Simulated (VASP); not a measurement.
A run of VASP 6.6.1 is set up as follows.

INCAR

```
ALGO = Normal
EDIFF = 1E-7
ENCUT = 520
GGA = CA
ISIF = 2
ISMEAR = -1
LASPH = True
LCHARG = False
LREAL = False
LWAVE = False
NBANDS = 15
NELM = 100
PREC = Accurate
SIGMA = 0.03
```

Contents of KPOINTS:

```
k-points
0
Gamma
  7 7 7
```

The input POSCAR:

```
KCl
1.0
    0.0000000000      3.1455444028      3.1455444028
    3.1455444028      0.0000000000      3.1455444028
    3.1455444028      3.1455444028      0.0000000000
K Cl
1 1
Direct
    0.0000000000      0.0000000000      0.0000000000
    0.5000000000      0.5000000000      0.5000000000
```

Potentials or basis: VASP PAW LDA potentials, release 64 (K_sv, Cl).

Launch:

```sh
$ cat potpaw_LDA.64/K_sv/POTCAR potpaw_LDA.64/Cl/POTCAR > POTCAR
$ mpirun -np 1 vasp_std > vasp.out
```

**Question.** What does it give for the band gap on the k mesh?

**Answer.** 4.75 eV.

**Question.** Predict the pressure.

**Answer.** -1.9 GPa.

Caveat: an odd mesh through Γ misses points on the zone boundary, where band edges can lie.
